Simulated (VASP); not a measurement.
# BN (P3m1) in VASP: notebook

Runs on BN. Level: PBE. Tasks: single point.

Everything below comes from runs of VASP 6.6.1. Logs are shortened: lines on timing, memory, paths and dates and some standing lists are left out, and cuts for length are marked.

### 1 The cell of the first run

It takes space group P3m1 (No. 156, trigonal). Conventional cell: a = 2.563 Å, b = 2.563 Å, c = 12.256 Å, α = 90.00°, β = 90.00°, γ = 120.00°. B (site symmetry 3m) has 4 N at 1.57 Å within 2.1 Å. Within 2.1 Å of B (site symmetry 3m) lie 4 N at 1.57 Å. Within 2.1 Å of B (site symmetry 3m) lie 4 N at 1.57 Å. B (site symmetry 3m) has 4 N at 1.57 Å within 2.1 Å. Within 2.1 Å of B (site symmetry 3m) lie 4 N at 1.57 Å. B (site symmetry 3m) has 4 N at 1.27 to 1.57 Å within 1.7 Å. N (site symmetry 3m) has 4 B at 1.57 Å within 2.1 Å. N (site symmetry 3m) has 4 B at 1.57 Å within 2.1 Å.

### 2 Single point, PBE (the distance across one plane changed)

INCAR

```
PREC = Accurate ; ENCUT = 520
EDIFF = 1E-6 ; ISMEAR = 0
SIGMA = 0.05 ; LREAL = F
LASPH = T ; NELM = 80
ALGO = Normal ; ISIF = 2
LWAVE = F ; LCHARG = F
GGA = PE ; NBANDS = 36
```

KPOINTS

```
Automatic mesh
0
Gamma
  10 10 2
```

POSCAR

```
BN
1.0
    1.8123485118     -1.8123485118      0.0000000000
    1.8123485118      0.0000000000     -1.8123485118
    7.0761889666      7.0761889666      7.0761889666
B N
6 6
Direct
    1.0000000000      0.0000000000      0.4054880639
    0.3333333333      0.3333333333      0.2347418689
    0.6666666667      0.6666666667      0.5762342589
    1.0000000000      1.0000000000      0.9177266489
    0.3333333333      0.3333333333      0.7469804539
    0.6666666667      0.6666666667      0.0639956739
    0.6666666667      0.6666666667      0.4481746127
    0.0000000000      0.0000000000      0.2774284177
    0.3333333333      0.3333333333      0.6189208077
    0.6666666667      0.6666666667      0.9604131977
    0.0000000000      0.0000000000      0.7896670027
    0.3333333333      0.3333333333      0.1066822226
```

Potentials or basis: VASP PAW PBE potentials, release 64 (B, N).

The run is started by

```console
$ cat potpaw_PBE.64/B/POTCAR potpaw_PBE.64/N/POTCAR > POTCAR
$ mpirun -np 1 vasp_std > vasp.out
```

OUTCAR:

```text
PREC = Accurate
   ENCUT = 520
   EDIFF = 1E-6
   ISMEAR = 0
   LREAL = F
   LASPH = T
   NELM = 80
   ISIF = 2
   GGA = PE

 ion  position               nearest neighbor table
   1  0.000  0.000  0.405-   8 1.57   7 1.57   7 1.57   7 1.57
   2  0.333  0.333  0.235-   8 1.57   8 1.57   8 1.57  12 1.57
   3  0.667  0.667  0.576-   7 1.57   9 1.57   9 1.57   9 1.57
   4  0.000  0.000  0.918-  11 1.57  10 1.57  10 1.57  10 1.57
   5  0.333  0.333  0.747-   9 1.57  11 1.57  11 1.57  11 1.57
   6  0.667  0.667  0.064-  10 1.27  12 1.57  12 1.57  12 1.57
   7  0.667  0.667  0.448-   3 1.57   1 1.57   1 1.57   1 1.57
   8  0.000  0.000  0.277-   1 1.57   2 1.57   2 1.57   2 1.57
   9  0.333  0.333  0.619-   5 1.57   3 1.57   3 1.57   3 1.57
  10  0.667  0.667  0.960-   6 1.27   4 1.57   4 1.57   4 1.57
  11  0.000  0.000  0.790-   4 1.57   5 1.57   5 1.57   5 1.57
  12  0.333  0.333  0.107-   6 1.57   6 1.57   6 1.57   2 1.57

  LATTYP: Found a hexagonal cell.
 ALAT       =     2.5630478451
 C/A-ratio  =     4.7819313390

  Lattice vectors:

 A1 = (  -1.8123485118,   0.0000000000,   1.8123485118)
 A2 = (   1.8123485118,  -1.8123485118,   0.0000000000)
 A3 = (   7.0761889666,   7.0761889666,   7.0761889666)

Analysis of symmetry for initial positions (statically):
=====================================================================
 Subroutine PRICEL returns:
 Original cell was already a primitive cell.

 Routine SETGRP: Setting up the symmetry group for a
 hexagonal supercell.

 Subroutine GETGRP returns: Found  6 space group operations
 (whereof  6 operations were pure point group operations)
 out of a pool of 24 trial point group operations.

The static configuration has the point symmetry C_3v.

Analysis of symmetry for dynamics (positions and initial velocities):
=====================================================================
 Subroutine PRICEL returns:
 Original cell was already a primitive cell.

 Routine SETGRP: Setting up the symmetry group for a
 hexagonal supercell.

 Subroutine GETGRP returns: Found  6 space group operations
 (whereof  6 operations were pure point group operations)
 out of a pool of 24 trial point group operations.

The dynamic configuration has the point symmetry C_3v.

 Subroutine INISYM returns: Found  6 space group operations
 (whereof  6 operations are pure point group operations),
 and found     1 'primitive' translations

----------------------------------------------------------------------------------------

                                     Primitive cell

  volume of cell :      69.7275

  direct lattice vectors                    reciprocal lattice vectors
     1.812348512 -1.812348512  0.000000000     0.183923418 -0.367846836  0.183923418
     1.812348512  0.000000000 -1.812348512     0.183923418  0.183923418 -0.367846836
     7.076188967  7.076188967  7.076188967     0.047106336  0.047106336  0.047106336

  length of vectors
     2.563047845  2.563047845 12.256318814     0.450518526  0.450518526  0.081590567

  position of ions in fractional coordinates (direct lattice)
     0.000000000  0.000000000  0.405488064
     0.333333333  0.333333333  0.234741869
     0.666666667  0.666666667  0.576234259
     0.000000000  0.000000000  0.917726649
     0.333333333  0.333333333  0.746980454
     0.666666667  0.666666667  0.063995674
     0.666666667  0.666666667  0.448174613
     0.000000000  0.000000000  0.277428418
     0.333333333  0.333333333  0.618920808
     0.666666667  0.666666667  0.960413198
     0.000000000  0.000000000  0.789667003
     0.333333333  0.333333333  0.106682223

  ion indices of the primitive-cell ions
   primitive index   ion index
                 1           1
                 2           2
                 3           3
                 4           4
                 5           5
                 6           6
                 7           7
                 8           8
                 9           9
                10          10
                11          11
                12          12

----------------------------------------------------------------------------------------

 KPOINTS: Automatic mesh

Automatic generation of k-mesh.
 Grid dimensions read from file:
 generate k-points for:   10   10    2

 Generating k-lattice:

  Cartesian coordinates                     Fractional coordinates (reciprocal lattice)
     0.018392342 -0.036784684  0.018392342     0.100000000  0.000000000  0.000000000
     0.018392342  0.018392342 -0.036784684     0.000000000  0.100000000  0.000000000
     0.023553168  0.023553168  0.023553168     0.000000000  0.000000000  0.500000000

  Length of vectors
     0.045051853  0.045051853  0.040795283

  Shift w.r.t. Gamma in fractional coordinates (k-lattice)
     0.000000000  0.000000000  0.000000000

 Subroutine IBZKPT returns following result:
 ===========================================

 Found     28 irreducible k-points:

 Following reciprocal coordinates:
            Coordinates               Weight
  0.000000  0.000000  0.000000      1.000000
  0.100000  0.000000  0.000000      6.000000
  0.200000  0.000000  0.000000      6.000000
  0.300000  0.000000  0.000000      6.000000
  0.400000  0.000000  0.000000      6.000000
  0.500000  0.000000  0.000000      3.000000
[... 16 lines left out ...]
  0.400000  0.100000  0.500000     12.000000
  0.500000  0.100000  0.500000     12.000000
 [... further k-points ...]
   k-points           NKPTS =     28   k-points in BZ     NKDIM =     28   number of bands    NBANDS=     36
   number of dos      NEDOS =    301   number of ions     NIONS =     12
   total plane-waves  NPLWV =  38400
   dimension x,y,z NGX =    20 NGY =   20 NGZ =   96
   dimension x,y,z NGXF=    40 NGYF=   40 NGZF=  192
   ions per type =               6   6
   NGX,Y,Z   is equivalent  to a cutoff of  12.97, 12.97, 13.02 a.u.
   NGXF,Y,Z  is equivalent  to a cutoff of  25.95, 25.95, 26.04 a.u.
 SYSTEM =  unknown system
   PREC   = accura    normal or accurate (medium, high low for compatibility)
   ISTART =      0    job   : 0-new  1-cont  2-samecut
   ICHARG =      2    charge: 1-file 2-atom 10-const
   ISPIN  =      1    spin polarized calculation?
   LNONCOLLINEAR =      F non collinear calculations
   LSORBIT =      F    spin-orbit coupling
   LASPH  =      T    aspherical Exc in radial PAW
   ENCUT  =  520.0 eV  38.22 Ry    6.18 a.u.   4.77  4.77 22.79*2*pi/ulx,y,z
   NELM   =     80;   NELMIN=  2; NELMDL= -5     # of ELM steps
   EDIFF  = 0.1E-05   stopping-criterion for ELM
   LREAL  =      F    real-space projection
   EDIFFG = 0.1E-04   stopping-criterion for IOM
   NSW    =      0    number of steps for IOM
   IBRION =     -1    ionic relax: 0-MD 1-quasi-New 2-CG
   NFREE  =      0    steps in history (QN), initial steepest desc. (CG)
   ISIF   =      2    stress and relaxation
   ISYM   =      2    0-nonsym 1-usesym 2-fastsym
   POTIM  = 0.5000    time-step for ionic-motion
   TEBEG  =    0.0;   TEEND  =   0.0 temperature during run
   PSTRESS=    0.0 pullay stress
   NELECT =      48.0000    total number of electrons
   NUPDOWN=      -1.0000    fix difference up-down
   EMIN   =  10.00;   EMAX   =-10.00  energy-range for DOS
   EFERMI =   0.00;   METHOD = LEGACY
   ISMEAR =     0;   SIGMA  =   0.05  broadening in eV -4-tet -1-fermi 0-gaus
   EFERMI_NEDOS =   21; number of points for ismear=-14 and -15
   IALGO  =     38    algorithm
   IMIX   =      4    mixing-type and parameters
     AMIX     =   0.40;   BMIX     =  1.00
     AMIX_MAG =   1.60;   BMIX_MAG =  1.00
  volume/ion in A,a.u.               =       5.81        39.21
  Fermi-wavevector in a.u.,A,eV,Ry     =   1.445508  2.731614 28.429289  2.089494
  Thomas-Fermi vector in A             =   2.563682
   LORBIT       =      0    0 simple, 1 ext, 2 COOP (PROOUT), +10 PAW based schemes
   GGA     = PE    functional components
   LHFCALC =     F    Hartree Fock is set to
   AEXX    =    0.0000 exact exchange contribution
   IVDW    =     0    specifies the selected vdW correction
   LEPSILON=     F    determine dielectric tensor
   LRPA    =     F    only Hartree local field effects (RPA)
 non-spin polarized calculation
 Gauss-broadening in eV      SIGMA  =   0.05
  energy-cutoff  :      520.00
  volume of cell :       69.73
 maximum number of plane-waves:      1894
   NGX =  9   NGY =  9   NGZ = 45

 number of electron      48.0000000 magnetization

 Free energy of the ion-electron system (eV)
  ---------------------------------------------------
  ext. energy  EPLUGINS =         0.00000000
  ---------------------------------------------------
  free energy    TOTEN  =      -103.06113791 eV

  energy without entropy =     -103.06113791  energy(sigma->0) =     -103.06113791

 E-fermi :   8.1368     XC(G=0): -12.8913

 val. band max:        7.9198741873   @ k =   0.0000   0.0000   0.0000
 cond. band min:      11.8702678118   @ k =   0.5000   0.0000   0.0000
 fundamental gap:      3.9503936245
 Fermi energy:         8.1368166204

 k-point     1 :       0.0000    0.0000    0.0000
  band No.  band energies     occupation
      1     -13.5972      2.00000
      2     -12.2911      2.00000
      3     -11.7458      2.00000
      4     -10.3397      2.00000
      5      -9.8263      2.00000
      6      -8.1468      2.00000
[... 28 lines left out ...]
     35      17.6348      0.00000
     36      17.9682      0.00000

 k-point     2 :       0.1000    0.0000    0.0000
  band No.  band energies     occupation
      1     -13.3876      2.00000
      2     -12.0802      2.00000
      3     -11.5356      2.00000
      4     -10.1474      2.00000
      5      -9.6361      2.00000
      6      -7.9903      2.00000
[... 850 lines left out ...]
 k-point    24 :       0.5000    0.1000    0.5000
  band No.  band energies     occupation
      1     -10.0100      2.00000
      2      -8.6445      2.00000
      3      -8.1671      2.00000
      4      -7.6700      2.00000
      5      -7.3883      2.00000
      6      -6.7673      2.00000
[... 28 lines left out ...]
     35      19.1448      0.00000
     36      19.8238      0.00000

 [... further k-points ...]

------------------------ aborting loop because EDIFF is reached ----------------------------------------

  FORCE on cell =-STRESS in cart. coord.  units (eV):
  Direction    XX          YY          ZZ          XY          YZ          ZX
  --------------------------------------------------------------------------------------
  -------------------------------------------------------------------------------------
  Total        7.2402767      7.2402767      7.2402767      6.1006444      6.1006444      6.1006444
  in kB      166.3648751    166.3648751    166.3648751    140.1787510    140.1787510    140.1787510
  external PRESSURE =     166.3648751 kB  Pullay stress =       0.0000000 kB

 VOLUME and BASIS-vectors are now :
 -----------------------------------------------------------------------------
  energy-cutoff  :      520.00
  volume of cell :       69.73
      direct lattice vectors                 reciprocal lattice vectors
     1.812348512 -1.812348512  0.000000000     0.183923418 -0.367846836  0.183923418
     1.812348512  0.000000000 -1.812348512     0.183923418  0.183923418 -0.367846836
     7.076188967  7.076188967  7.076188967     0.047106336  0.047106336  0.047106336

 POSITION                                       TOTAL-FORCE (eV/Angst)
 -----------------------------------------------------------------------------------
      2.86931      2.86931      2.86931        -0.161918     -0.161918     -0.161918
      2.86931      1.05696      1.05696        -0.172170     -0.172170     -0.172170
      6.49401      2.86931      2.86931        -0.161612     -0.161612     -0.161612
      6.49401      6.49401      6.49401        -1.015949     -1.015949     -1.015949
      6.49401      4.68166      4.68166        -0.169370     -0.169370     -0.169370
      2.86931     -0.75539     -0.75539         7.043155      7.043155      7.043155
      5.58783      1.96314      1.96314         0.161415      0.161415      0.161415
      1.96314      1.96314      1.96314         0.167656      0.167656      0.167656
      5.58783      3.77548      3.77548         0.162228      0.162228      0.162228
      9.21253      5.58783      5.58783        -7.326853     -7.326853     -7.326853
      5.58783      5.58783      5.58783         0.177119      0.177119      0.177119
      1.96314      0.15079      0.15079         1.296300      1.296300      1.296300
 -----------------------------------------------------------------------------------
    total drift:                               -0.000235     -0.000235     -0.000235

  FREE ENERGIE OF THE ION-ELECTRON SYSTEM (eV)
  ---------------------------------------------------
  free  energy   TOTEN  =      -103.0611379051 eV

  energy  without entropy=     -103.0611379051  energy(sigma->0) =     -103.06113791
```

It took 50 s on 1 thread of Intel Xeon Platinum 8559C (Emerald Rapids), shared host; peak memory 0.2 GiB.

What came out:

```
Free energy            : -103.0611 eV
Pressure               : 16.6 GPa
Largest force          : 12.690 eV/Å
Band gap on the k mesh : 3.95 eV (least direct gap 5.82 eV)
```

Forces on the atoms (eV/Å):
```
B   -0.162 -0.162 -0.162
B   -0.172 -0.172 -0.172
B   -0.162 -0.162 -0.162
B   -1.016 -1.016 -1.016
B   -0.169 -0.169 -0.169
B    7.043  7.043  7.043
N    0.161  0.161  0.161
N    0.168  0.168  0.168
N    0.162  0.162  0.162
N   -7.327 -7.327 -7.327
N    0.177  0.177  0.177
N    1.296  1.296  1.296
```

Stress tensor (GPa, compression positive):
```
16.64 14.02 14.02
14.02 16.64 14.02
14.02 14.02 16.64
```

Caveat: the cell differs from its parent crystal (the distance across one plane changed); the cell stands under pressure; forces of over 1 eV/Å act on the atoms, so gaps and moduli don't describe the material at rest. A k mesh can miss the band edges.

### 3 Single point, PBE (the distance across one plane changed)

INCAR

```
SYSTEM = BN
  PREC = Accurate
  ENCUT = 520
  EDIFF = 1E-6
  ISMEAR = 0
  SIGMA = 0.05
  LREAL = .FALSE.
  LASPH = .TRUE.
  NELM = 80
  ALGO = Normal
  ISIF = 2
  LWAVE = .FALSE.
  LCHARG = .FALSE.
  GGA = PE
  NBANDS = 36
```

KPOINTS

```
regular mesh
0
G
  10 10 2
  0 0 0
```

POSCAR

```
BN
1.0
    1.8123485118     -1.8123485118      0.0000000000
    1.8123485118      0.0000000000     -1.8123485118
    7.5380691820      7.5380691820      7.5380691820
B N
6 6
Direct
    1.0000000000      0.0000000000      0.3806425883
    0.3333333333      0.3333333333      0.2203585272
    0.6666666667      0.6666666667      0.5409266494
    1.0000000000      1.0000000000      0.8614947715
    0.3333333333      0.3333333333      0.7012107104
    0.6666666667      0.6666666667      0.0600744661
    0.6666666667      0.6666666667      0.4207136035
    0.0000000000      0.0000000000      0.2604295425
    0.3333333333      0.3333333333      0.5809976646
    0.6666666667      0.6666666667      0.9015657868
    0.0000000000      0.0000000000      0.7412817257
    0.3333333333      0.3333333333      0.1001454814
```

Potentials or basis: VASP PAW PBE potentials, release 64 (B, N).

The run is started by

```console
$ cat potpaw_PBE.64/B/POTCAR potpaw_PBE.64/N/POTCAR > POTCAR
$ mpirun -np 1 vasp_std > vasp.out
```

OUTCAR:

```text
SYSTEM = BN
   PREC = Accurate
   ENCUT = 520
   EDIFF = 1E-6
   ISMEAR = 0
   LREAL = .FALSE.
   LASPH = .TRUE.
   NELM = 80
   ISIF = 2
   GGA = PE

 ion  position               nearest neighbor table
   1  0.000  0.000  0.381-   7 1.57   7 1.57   7 1.57   8 1.57
   2  0.333  0.333  0.220-  12 1.57   8 1.57   8 1.57   8 1.57
   3  0.667  0.667  0.541-   9 1.57   9 1.57   9 1.57   7 1.57
   4  0.000  0.000  0.861-  11 1.57  10 1.57  10 1.57  10 1.57
   5  0.333  0.333  0.701-   9 1.57  11 1.57  11 1.57  11 1.57
   6  0.667  0.667  0.060-  12 1.57  12 1.57  12 1.57
   7  0.667  0.667  0.421-   1 1.57   1 1.57   1 1.57   3 1.57
[... 1167 lines left out ...]
  energy-cutoff  :      520.00
  volume of cell :       74.28
      direct lattice vectors                 reciprocal lattice vectors
     1.812348512 -1.812348512  0.000000000     0.183923418 -0.367846836  0.183923418
     1.812348512  0.000000000 -1.812348512     0.183923418  0.183923418 -0.367846836
     7.538069182  7.538069182  7.538069182     0.044219989  0.044219989  0.044219989

 POSITION                                       TOTAL-FORCE (eV/Angst)
 -----------------------------------------------------------------------------------
      2.86931      2.86931      2.86931         0.235531      0.235531      0.235531
      2.86931      1.05696      1.05696         0.288607      0.288607      0.288607
      6.49401      2.86931      2.86931         0.232260      0.232260      0.232260
      6.49401      6.49401      6.49401         1.103730      1.103730      1.103730
      6.49401      4.68166      4.68166         0.245645      0.245645      0.245645
      2.86931     -0.75539     -0.75539        -0.981844     -0.981844     -0.981844
      5.58783      1.96314      1.96314        -0.233134     -0.233134     -0.233134
      1.96314      1.96314      1.96314        -0.245232     -0.245232     -0.245232
      5.58783      3.77548      3.77548        -0.234063     -0.234063     -0.234063
      9.21253      5.58783      5.58783         0.960249      0.960249      0.960249
      5.58783      5.58783      5.58783        -0.291060     -0.291060     -0.291060
      1.96314      0.15079      0.15079        -1.080689     -1.080689     -1.080689
 -----------------------------------------------------------------------------------
    total drift:                                0.000007      0.000008      0.000008

  FREE ENERGIE OF THE ION-ELECTRON SYSTEM (eV)
  ---------------------------------------------------
  free  energy   TOTEN  =      -103.4873038225 eV

  energy  without entropy=     -103.4873038225  energy(sigma->0) =     -103.48730382
```

stdout:

```text
POSCAR found type information on POSCAR B N
 POSCAR found :  2 types and      12 ions
 scaLAPACK will be used
 LDA part: xc-table for (Slater+PW92), standard interpolation
 POSCAR, INCAR and KPOINTS ok, starting setup
 FFT: planning ... GRIDC
 FFT: planning ... GRID_SOFT
 FFT: planning ... GRID
 WAVECAR not read
 entering main loop
```

Wall time 53 s (1 thread of Intel Xeon Platinum 8559C (Emerald Rapids), shared host); peak memory 0.2 GiB.

Results:

* Free energy: -103.4873 eV
* Pressure: -6.1 GPa
* Largest force: 1.912 eV/Å
* Band gap on the k mesh: 3.05 eV (least direct gap 4.89 eV)

Forces in eV/Å, atoms in the order of the input:
```
B    0.236  0.236  0.236
B    0.289  0.289  0.289
B    0.232  0.232  0.232
B    1.104  1.104  1.104
B    0.246  0.246  0.246
B   -0.982 -0.982 -0.982
N   -0.233 -0.233 -0.233
N   -0.245 -0.245 -0.245
N   -0.234 -0.234 -0.234
N    0.960  0.960  0.960
N   -0.291 -0.291 -0.291
N   -1.081 -1.081 -1.081
```

Caveat: the cell differs from its parent crystal (the distance across one plane changed); the cell stands under tension; forces of over 1 eV/Å act on the atoms, so gaps and moduli don't describe the material at rest.
